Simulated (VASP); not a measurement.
# TiB2 (Fm-3m) in VASP: further runs

TiB2 is run at these levels: PBE; tasks: single point, relaxation of cell and atoms.

Program: VASP 6.6.1. These are calculated values, not measurements. Logs are shortened: lines on timing, memory, paths and dates and some standing lists are left out, and cuts for length are marked.

## 1. The cell of the first run

Symmetry: Fm-3m, No. 225, cubic system. Conventional cell: a = 4.949 Å, b = 4.949 Å, c = 4.949 Å, α = 90.00°, β = 90.00°, γ = 90.00°. Within 2.8 Å of Ti (site symmetry m-3m) lie 8 B at 2.14 Å. Within 2.8 Å of B (site symmetry -43m) lie 4 Ti at 2.14 Å and 6 B at 2.47 Å.

## 2. Single point, PBE

INCAR reads:

```
PREC     = Accurate       # precision mode
ENCUT    = 520            # plane-wave cutoff, eV
EDIFF    = 1E-6           # SCF threshold, eV
ISMEAR   = 0              # smearing method
SIGMA    = 0.1            # smearing width, eV
LREAL    = False          # projectors in reciprocal space
LASPH    = True           # aspherical terms in the spheres
NELM     = 60             # most SCF steps
ALGO     = Normal         # electronic algorithm
ISIF     = 2              # what is computed and relaxed
LWAVE    = False          # write WAVECAR
LCHARG   = False          # write CHGCAR
GGA      = PE             # functional
NBANDS   = 16             # bands
```

KPOINTS reads:

```
Automatic mesh
0
Gamma
  6 6 6
```

POSCAR reads:

```
TiB2
1.0
    0.0000000000      2.4743371600      2.4743371600
    2.4743371600      0.0000000000      2.4743371600
    2.4743371600      2.4743371600      0.0000000000
Ti B
1 2
Direct
    0.5000000000      0.5000000000      0.5000000000
    0.2500000000      0.2500000000      0.2500000000
    0.7500000000      0.7500000000      0.7500000000
```

Potentials or basis: VASP PAW PBE potentials, release 64 (Ti_sv, B).

On the command line:

```
$ cat potpaw_PBE.64/Ti_sv/POTCAR potpaw_PBE.64/B/POTCAR > POTCAR
$ mpirun -np 1 vasp_std > vasp.out
```

OUTCAR:

```text
PREC = Accurate
   ENCUT = 520
   EDIFF = 1E-6
   ISMEAR = 0
   LREAL = False
   LASPH = True
   NELM = 60
   ISIF = 2
   GGA = PE

 ion  position               nearest neighbor table
   1  0.500  0.500  0.500-   2 2.14   2 2.14   2 2.14   2 2.14   3 2.14   3 2.14   3 2.14   3 2.14

   2  0.250  0.250  0.250-   1 2.14   1 2.14   1 2.14   1 2.14
   3  0.750  0.750  0.750-   1 2.14   1 2.14   1 2.14   1 2.14

  LATTYP: Found a face centered cubic cell.
 ALAT       =     4.9486743200

  Lattice vectors:

 A1 = (   0.0000000000,   2.4743371600,   2.4743371600)
 A2 = (   2.4743371600,   0.0000000000,   2.4743371600)
 A3 = (   2.4743371600,   2.4743371600,   0.0000000000)

Analysis of symmetry for initial positions (statically):
=====================================================================
 Subroutine PRICEL returns:
 Original cell was already a primitive cell.

 Routine SETGRP: Setting up the symmetry group for a
 face centered cubic supercell.

 Subroutine GETGRP returns: Found 48 space group operations
 (whereof 48 operations were pure point group operations)
 out of a pool of 48 trial point group operations.

The static configuration has the point symmetry O_h .

Analysis of symmetry for dynamics (positions and initial velocities):
=====================================================================
 Subroutine PRICEL returns:
 Original cell was already a primitive cell.

 Routine SETGRP: Setting up the symmetry group for a
 face centered cubic supercell.

 Subroutine GETGRP returns: Found 48 space group operations
 (whereof 48 operations were pure point group operations)
 out of a pool of 48 trial point group operations.

The dynamic configuration has the point symmetry O_h .

 Subroutine INISYM returns: Found 48 space group operations
 (whereof 48 operations are pure point group operations),
 and found     1 'primitive' translations

----------------------------------------------------------------------------------------

                                     Primitive cell

  volume of cell :      30.2975

  direct lattice vectors                    reciprocal lattice vectors
     0.000000000  2.474337160  2.474337160    -0.202074320  0.202074320  0.202074320
     2.474337160  0.000000000  2.474337160     0.202074320 -0.202074320  0.202074320
     2.474337160  2.474337160  0.000000000     0.202074320  0.202074320 -0.202074320

  length of vectors
     3.499241170  3.499241170  3.499241170     0.350002990  0.350002990  0.350002990

  position of ions in fractional coordinates (direct lattice)
     0.500000000  0.500000000  0.500000000
     0.250000000  0.250000000  0.250000000
     0.750000000  0.750000000  0.750000000

  ion indices of the primitive-cell ions
   primitive index   ion index
                 1           1
                 2           2
                 3           3

----------------------------------------------------------------------------------------

 KPOINTS: Automatic mesh

Automatic generation of k-mesh.
 Grid dimensions read from file:
 generate k-points for:    6    6    6

 Generating k-lattice:

  Cartesian coordinates                     Fractional coordinates (reciprocal lattice)
    -0.033679053  0.033679053  0.033679053     0.166666667  0.000000000  0.000000000
     0.033679053 -0.033679053  0.033679053     0.000000000  0.166666667  0.000000000
     0.033679053  0.033679053 -0.033679053     0.000000000  0.000000000  0.166666667

  Length of vectors
     0.058333832  0.058333832  0.058333832

  Shift w.r.t. Gamma in fractional coordinates (k-lattice)
     0.000000000  0.000000000  0.000000000

 Subroutine IBZKPT returns following result:
 ===========================================

 Found     16 irreducible k-points:

 Following reciprocal coordinates:
            Coordinates               Weight
  0.000000  0.000000  0.000000      1.000000
  0.166667  0.000000  0.000000      8.000000
  0.333333  0.000000  0.000000      8.000000
  0.500000  0.000000  0.000000      4.000000
  0.166667  0.166667  0.000000      6.000000
  0.333333  0.166667  0.000000     24.000000
[... 8 lines left out ...]
 -0.333333  0.333333  0.166667     24.000000
 -0.333333  0.500000  0.166667     12.000000
   k-points           NKPTS =     16   k-points in BZ     NKDIM =     16   number of bands    NBANDS=     16
   number of dos      NEDOS =    301   number of ions     NIONS =      3
   total plane-waves  NPLWV =  21952
   dimension x,y,z NGX =    28 NGY =   28 NGZ =   28
   dimension x,y,z NGXF=    56 NGYF=   56 NGZF=   56
   ions per type =               1   2
   NGX,Y,Z   is equivalent  to a cutoff of  13.30, 13.30, 13.30 a.u.
   NGXF,Y,Z  is equivalent  to a cutoff of  26.61, 26.61, 26.61 a.u.
 SYSTEM =  unknown system
   PREC   = accura    normal or accurate (medium, high low for compatibility)
   ISTART =      0    job   : 0-new  1-cont  2-samecut
   ICHARG =      2    charge: 1-file 2-atom 10-const
   ISPIN  =      1    spin polarized calculation?
   LNONCOLLINEAR =      F non collinear calculations
   LSORBIT =      F    spin-orbit coupling
   LASPH  =      T    aspherical Exc in radial PAW
   ENCUT  =  520.0 eV  38.22 Ry    6.18 a.u.   6.51  6.51  6.51*2*pi/ulx,y,z
   NELM   =     60;   NELMIN=  2; NELMDL= -5     # of ELM steps
   EDIFF  = 0.1E-05   stopping-criterion for ELM
   LREAL  =      F    real-space projection
   EDIFFG = 0.1E-04   stopping-criterion for IOM
   NSW    =      0    number of steps for IOM
   IBRION =     -1    ionic relax: 0-MD 1-quasi-New 2-CG
   NFREE  =      0    steps in history (QN), initial steepest desc. (CG)
   ISIF   =      2    stress and relaxation
   ISYM   =      2    0-nonsym 1-usesym 2-fastsym
   POTIM  = 0.5000    time-step for ionic-motion
   TEBEG  =    0.0;   TEEND  =   0.0 temperature during run
   PSTRESS=    0.0 pullay stress
   NELECT =      18.0000    total number of electrons
   NUPDOWN=      -1.0000    fix difference up-down
   EMIN   =  10.00;   EMAX   =-10.00  energy-range for DOS
   EFERMI =   0.00;   METHOD = LEGACY
   ISMEAR =     0;   SIGMA  =   0.10  broadening in eV -4-tet -1-fermi 0-gaus
   EFERMI_NEDOS =   21; number of points for ismear=-14 and -15
   IALGO  =     38    algorithm
   IMIX   =      4    mixing-type and parameters
     AMIX     =   0.40;   BMIX     =  1.00
     AMIX_MAG =   1.60;   BMIX_MAG =  1.00
  volume/ion in A,a.u.               =      10.10        68.15
  Fermi-wavevector in a.u.,A,eV,Ry     =   1.376248  2.600732 25.770242  1.894059
  Thomas-Fermi vector in A             =   2.501510
   LORBIT       =      0    0 simple, 1 ext, 2 COOP (PROOUT), +10 PAW based schemes
   GGA     = PE    functional components
   LHFCALC =     F    Hartree Fock is set to
   AEXX    =    0.0000 exact exchange contribution
   IVDW    =     0    specifies the selected vdW correction
   LEPSILON=     F    determine dielectric tensor
   LRPA    =     F    only Hartree local field effects (RPA)
 non-spin polarized calculation
 Gauss-broadening in eV      SIGMA  =   0.10
  energy-cutoff  :      520.00
  volume of cell :       30.30
 maximum number of plane-waves:       869
 NGX is ok and might be reduce to    28
   NGX = 13   NGY = 13   NGZ = 13

 number of electron      18.0000003 magnetization

 Free energy of the ion-electron system (eV)
  ---------------------------------------------------
  ext. energy  EPLUGINS =         0.00000000
  ---------------------------------------------------
  free energy    TOTEN  =       -19.16356525 eV

  energy without entropy =      -19.15754744  energy(sigma->0) =      -19.16055634

 E-fermi :   7.6029     XC(G=0): -11.8740

 val. band max:        7.2815931363   @ k =   0.1667   0.1667   0.0000
 cond. band min:       7.6257129817   @ k =  -0.3333   0.3333   0.1667
 fundamental gap:      0.3441198454
 Fermi energy:         7.6029461091

 k-point     1 :       0.0000    0.0000    0.0000
  band No.  band energies     occupation
      1     -48.7146      2.00000
      2     -25.0126      2.00000
      3     -25.0126      2.00000
      4     -25.0126      2.00000
      5      -3.6135      2.00000
      6       3.8779      2.00000
[... 8 lines left out ...]
     15      16.1033      0.00000
     16      16.1033      0.00000

 k-point     2 :       0.1667    0.0000    0.0000
  band No.  band energies     occupation
      1     -48.7107      2.00000
      2     -25.0572      2.00000
      3     -25.0197      2.00000
      4     -25.0197      2.00000
      5      -3.1243      2.00000
      6       3.1395      2.00000
[... 8 lines left out ...]
     15      14.1614      0.00000
     16      15.5116      0.00000

 k-point     3 :       0.3333    0.0000    0.0000
  band No.  band energies     occupation
      1     -48.7029      2.00000
      2     -25.1453      2.00000
      3     -25.0339      2.00000
      4     -25.0339      2.00000
      5      -1.8184      2.00000
      6       1.7908      2.00000
[... 8 lines left out ...]
     15      14.6128      0.00000
     16      15.7524      0.00000

 k-point     4 :       0.5000    0.0000    0.0000
  band No.  band energies     occupation
      1     -48.6990      2.00000
      2     -25.1888      2.00000
      3     -25.0410      2.00000
      4     -25.0410      2.00000
      5      -0.5576      2.00000
      6       0.6585      2.00000
[... 8 lines left out ...]
     15      15.9084      0.00000
     16      15.9840      0.00000
[... 172 lines left out ...]
 k-point    14 :       0.5000    0.3333    0.1667
  band No.  band energies     occupation
      1     -48.6978      2.00000
      2     -25.1449      2.00000
      3     -25.0880      2.00000
      4     -25.0566      2.00000
      5      -0.6703      2.00000
      6       1.8674      2.00000
[... 8 lines left out ...]
     15      14.8865      0.00000
     16      15.7775      0.00000

 k-point    15 :      -0.3333    0.3333    0.1667
  band No.  band energies     occupation
      1     -48.6952      2.00000
      2     -25.1516      2.00000
      3     -25.1087      2.00000
      4     -25.0674      2.00000
      5       0.6804      2.00000
      6       1.1363      2.00000
[... 8 lines left out ...]
     15      15.4000      0.00000
     16      15.5380      0.00000

 k-point    16 :      -0.3333    0.5000    0.1667
  band No.  band energies     occupation
      1     -48.6939      2.00000
      2     -25.1548      2.00000
      3     -25.1071      2.00000
      4     -25.0841      2.00000
      5       1.2945      2.00000
      6       1.6267      2.00000
[... 8 lines left out ...]
     15      15.0893      0.00000
     16      15.8221      0.00000

------------------------ aborting loop because EDIFF is reached ----------------------------------------

  FORCE on cell =-STRESS in cart. coord.  units (eV):
  Direction    XX          YY          ZZ          XY          YZ          ZX
  --------------------------------------------------------------------------------------
  -------------------------------------------------------------------------------------
  Total        2.7600213      2.7600213      2.7600213      0.0000000      0.0000000     -0.0000000
  in kB      145.9541317    145.9541317    145.9541317      0.0000000      0.0000000     -0.0000000
  external PRESSURE =     145.9541317 kB  Pullay stress =       0.0000000 kB

 VOLUME and BASIS-vectors are now :
 -----------------------------------------------------------------------------
  energy-cutoff  :      520.00
  volume of cell :       30.30
      direct lattice vectors                 reciprocal lattice vectors
     0.000000000  2.474337160  2.474337160    -0.202074320  0.202074320  0.202074320
     2.474337160  0.000000000  2.474337160     0.202074320 -0.202074320  0.202074320
     2.474337160  2.474337160  0.000000000     0.202074320  0.202074320 -0.202074320

 POSITION                                       TOTAL-FORCE (eV/Angst)
 -----------------------------------------------------------------------------------
      2.47434      2.47434      2.47434         0.000000      0.000000     -0.000000
      1.23717      1.23717      1.23717        -0.000000     -0.000000     -0.000000
      3.71151      3.71151      3.71151         0.000000      0.000000      0.000000
 -----------------------------------------------------------------------------------
    total drift:                                0.000000      0.000000      0.000000

  FREE ENERGIE OF THE ION-ELECTRON SYSTEM (eV)
  ---------------------------------------------------
  free  energy   TOTEN  =       -19.1635652453 eV

  energy  without entropy=      -19.1575474365  energy(sigma->0) =      -19.16055634
```

Wall time 8.4 s (1 thread of Intel Xeon 6975P-C (Granite Rapids), shared host); peak memory 0.15 GiB.

What came out:

```
Free energy            : -19.1636 eV
Pressure               : 14.6 GPa
Band gap on the k mesh : zero (band 9 reaches 8.91 eV, above the bottom of band 10 at 7.04 eV)
```

Caveat: the k points lie up to 0.37 Å⁻¹ apart.

## 3. Single point, PBE

This run uses another cell than the first one, of 10.97 Å³/atom, 1.086 times its volume.

INCAR reads:

```
SYSTEM = TiB2
ALGO = Normal ; EDIFF = 1E-7
ENCUT = 520 ; GGA = PE
ISIF = 2 ; ISMEAR = 0
LASPH = .TRUE. ; LCHARG = .FALSE.
LREAL = .FALSE. ; LWAVE = .FALSE.
NBANDS = 16 ; NELM = 60
PREC = Accurate ; SIGMA = 0.1
```

KPOINTS reads:

```
k-points
0
G
  6 6 6
  0 0 0
```

POSCAR reads:

```
TiB2
1.0
    0.0000000000      2.5436588342      2.5436588342
    2.5436588342      0.0000000000      2.5436588342
    2.5436588342      2.5436588342      0.0000000000
Ti B
1 2
Direct
    0.5000000000      0.5000000000      0.5000000000
    0.2500000000      0.2500000000      0.2500000000
    0.7500000000      0.7500000000      0.7500000000
```

Potentials or basis: VASP PAW PBE potentials, release 64 (Ti_sv, B).

On the command line:

```
$ cat potpaw_PBE.64/Ti_sv/POTCAR potpaw_PBE.64/B/POTCAR > POTCAR
$ mpirun -np 1 vasp_std > vasp.out
```

Wall time 7.5 s (1 thread of Intel Xeon 6975P-C (Granite Rapids), shared host); peak memory 0.14 GiB.

It converged, with:

```yaml
Free_energy: -19.2766 eV
Pressure: 0.0 GPa
Band_gap_on_the_k_mesh: zero (band 9 reaches 7.71 eV, above the bottom of band 10 at 6.28 eV)
```

Levels at points of the mesh, in eV from the Fermi level:
```csv
k point,band 5,band 6,band 7,band 8,band 9,band 10,band 11,band 12,band 13,band 14
"(0.00, 0.00, 0.00)",-10.77,-3.38,-3.38,-3.38,0.96,1.27,1.27,5.09,5.09,5.09
"(0.50, 0.00, 0.00)",-7.85,-6.78,-2.44,-2.44,0.79,1.57,1.57,1.75,1.75,3.19
"(0.50, 0.50, 0.00)",-6.38,-5.47,-5.47,-1.70,-1.70,0.69,0.69,2.15,2.31,6.70
```

## 4. Relaxation of cell and atoms, PBE

INCAR reads:

```
PREC     = Accurate       # precision mode
ENCUT    = 600            # plane-wave cutoff, eV
EDIFF    = 1E-6           # SCF threshold, eV
ISMEAR   = 0              # smearing method
SIGMA    = 0.1            # smearing width, eV
LREAL    = False          # projectors in reciprocal space
LASPH    = True           # aspherical terms in the spheres
NELM     = 100            # most SCF steps
ALGO     = Normal         # electronic algorithm
ISIF     = 3              # what is computed and relaxed
LWAVE    = False          # write WAVECAR
LCHARG   = False          # write CHGCAR
GGA      = PE             # functional
IBRION   = 2              # ionic algorithm
NSW      = 90             # ionic steps
EDIFFG   = -0.04          # ionic threshold
```

KPOINTS reads:

```
Automatic mesh
0
Gamma
  6 6 6
```

POSCAR reads:

```
TiB2
1.0
    0.0000000000      2.4743371600      2.4743371600
    2.4743371600      0.0000000000      2.4743371600
    2.4743371600      2.4743371600      0.0000000000
Ti B
1 2
Direct
    0.5000000000      0.5000000000      0.5000000000
    0.2500000000      0.2500000000      0.2500000000
    0.7500000000      0.7500000000      0.7500000000
```

On the command line:

```
$ cat potpaw_PBE.64/Ti_sv/POTCAR potpaw_PBE.64/B/POTCAR > POTCAR
$ mpirun -np 1 vasp_std > vasp.out
```

It took 14 s on 1 thread of Intel Xeon 6975P-C (Granite Rapids), shared host; peak memory 0.16 GiB.

The run converged. Its results:

* Free energy: -19.2763 eV
* Relaxed volume: 10.97 Å³/atom
* Relaxed cell: a = 3.598 Å, b = 3.598 Å, c = 3.598 Å, α = 60.00°, β = 60.00°, γ = 60.00°
* Space group after relaxing (to 0.05 Å): Fm-3m (No. 225)
* Energy gained by relaxing: 37.2 meV/atom
* Ionic steps: 3
* Pressure after relaxing: -0.1 GPa
* Band gap on the k mesh: zero (band 9 reaches 7.71 eV, above the bottom of band 10 at 6.28 eV)

The path:
```csv
step,energy change (eV),largest force (eV/Å),pressure (GPa),volume (Å³)
1,0.0000,0.0000,14.52,30.30
2,-0.0789,0.0000,-6.40,34.49
3,-0.1116,0.0000,-0.07,32.92
```

Final structure:
```
Ti B
1.0
     0.00000    2.54383    2.54383
     2.54383    0.00000    2.54383
     2.54383    2.54383    0.00000
Ti B
1 2
Cartesian
  2.5438 2.5438 2.5438
  1.2719 1.2719 1.2719
  3.8157 3.8157 3.8157
```

Levels at points of the mesh, in eV from the Fermi level:
| k point | band 5 | band 6 | band 7 | band 8 | band 9 | band 10 | band 11 | band 12 | band 13 |
| --- | --- | --- | --- | --- | --- | --- | --- | --- | --- |
| (0.00, 0.00, 0.00) | -10.77 | -3.38 | -3.38 | -3.38 | 0.96 | 1.27 | 1.27 | 5.09 | 5.09 |
| (0.50, 0.00, 0.00) | -7.85 | -6.78 | -2.44 | -2.44 | 0.79 | 1.57 | 1.57 | 1.75 | 1.75 |
| (0.50, 0.50, 0.00) | -6.38 | -5.47 | -5.47 | -1.70 | -1.70 | 0.69 | 0.69 | 2.15 | 2.31 |

Caveat: the k points lie up to 0.36 Å⁻¹ apart in the final cell.

## 5. Overview

| task | cell | cutoff (eV) | gap on the mesh (eV) | pressure (GPa) |
| --- | --- | --- | --- | --- |
| single point | a = 3.499 Å, angles 60.0°, 3 atoms | 520 | none | 14.6 |
| single point | a = 3.597 Å, angles 60.0°, 3 atoms | 520 | none | 0.0 |
| relaxation of cell and atoms | relaxed from a = 3.499 Å, angles 60.0°, 3 atoms | 600 | none | -0.1 |

Alike in all rows: level PBE; potentials or basis VASP PAW PBE potentials, release 64 (Ti_sv, B); no spin polarisation; k mesh 6 × 6 × 6; smearing gaussian 0.1 eV.

Caveats: some runs use coarse meshes.

Absolute energies hang on the potentials; compare differences alone.
